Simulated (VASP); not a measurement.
Crystal: TePb.

```
Pb Te
1.0
     0.00000    3.29437    3.29437
     3.29437    0.00000    3.29437
     3.29437    3.29437    0.00000
Pb Te
1 1
Direct
  0.00000 0.00000 0.00000
  0.50000 0.50000 0.50000
```

Base run:

* Program: VASP 6.6.1
* Functional: RPBE
* Dispersion: D4
* Potentials or basis: VASP PAW PBE potentials, release 64 (Pb_d, Te)
* Cutoff: 520 eV
* k mesh: 7 × 7 × 7
* Occupations: fermi-dirac, width 0.05 eV
* Spin: no spin polarisation

Its results: pressure 0.9 GPa.

**Question.** After a change of settings the same cell gave: pressure -1.0 GPa. Which change was it?
A. functional from RPBE to revPBE; dispersion from D4 to none
B. functional from RPBE to revPBE
C. functional from RPBE to PBE exchange alone; dispersion from D4 to none
D. functional from RPBE to r2SCAN

**Answer.** D.

Caveats: the PAW data sets were made with another functional, which shifts forces and pressure a little.
